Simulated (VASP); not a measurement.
Here is a VASP 6.6.1 calculation.

Contents of INCAR:

```
PREC = Accurate
ENCUT = 520
EDIFF = 1E-6
ISMEAR = -1
SIGMA = 0.05
LREAL = Auto
LASPH = T
NELM = 80
ALGO = Normal
ISIF = 2
LWAVE = F
LCHARG = F
GGA = PE
IVDW = 12
NBANDS = 79
```

The input KPOINTS:

```
Automatic mesh
0
Gamma
  2 2 3
```

The input POSCAR:

```
Si7O16
1.0
   -4.1560000000     -4.1560000000      0.0000000000
    4.1560000000     -4.1560000000      0.0000000000
    0.0000000000      0.0000000000      5.3202000000
Si O
7 16
Direct
    0.3804616218      0.5004168672      0.2511185670
   -0.0492805582      0.5004258903      0.2485224240
    0.0002846487      0.5004138595      0.7492348032
    0.0080364533      0.0003802936     -0.0020861998
    0.5153095525      0.0003875120      0.2484397203
    0.0079132579      0.0004430943      0.5002372091
    0.5111370308      0.0003677815      0.7485947897
    0.1926578441      0.5004995188      0.0192895004
    0.0003101540      0.1946944177      0.2491066125
    0.8034351540      0.5004108518     -0.0174023533
    0.0002343600      0.8061320982      0.2491804819
    0.1931791386      0.5003985804      0.4822548025
    0.0166980269      0.1966114052      0.7491955190
    0.8040232194      0.5003263956      0.5148280140
    0.0166293311      0.8042106593      0.7491276644
    0.7099965111      0.0003422762     -0.0074235931
    0.5292238932      0.7199462223      0.2487998571
    0.3110080606      0.0002392926      0.0014232548
    0.5291070741      0.2808140038      0.2484765610
    0.7100808470      0.0005281521      0.5046426826
    0.5034172281      0.7120839750      0.7471018007
    0.3108365014      0.0004204764      0.4957948949
    0.5032368864      0.2886391963      0.7473311154
```

Potentials or basis: VASP PAW PBE potentials, release 64 (Si, O).

Command:

```console
$ cat potpaw_PBE.64/Si/POTCAR potpaw_PBE.64/O/POTCAR > POTCAR
$ mpirun -np 1 vasp_std > vasp.out
```

Problem. Predict the band gap on the k mesh.

Solution. Zero (bands 62 and 63 overlap by 0.12 eV).

Problem. Estimate the dispersion energy per atom.

Solution. -0.220 eV.

Problem. Estimate the largest force.

Solution. 0.088 eV/Å.

Forces on the atoms (eV/Å):
```
Si  -0.026 -0.025 -0.047
Si   0.014  0.015  0.008
Si  -0.054 -0.053 -0.006
Si  -0.003 -0.002 -0.005
Si  -0.024 -0.023  0.008
Si  -0.004 -0.004  0.006
Si  -0.009 -0.007  0.007
O    0.005  0.006 -0.050
O    0.014 -0.017 -0.003
O    0.036  0.037 -0.009
O   -0.017  0.014 -0.003
O    0.017  0.017 -0.003
O    0.015 -0.012 -0.003
O    0.044  0.043  0.016
O   -0.013  0.016 -0.001
O   -0.005 -0.005  0.007
O    0.021 -0.023  0.006
O    0.008  0.005  0.006
O   -0.021  0.019  0.008
O   -0.007 -0.007  0.006
O   -0.059  0.060  0.024
O    0.009  0.007  0.004
O    0.059 -0.060  0.023
```

Caveat: the k points lie up to 0.53 Å⁻¹ apart.
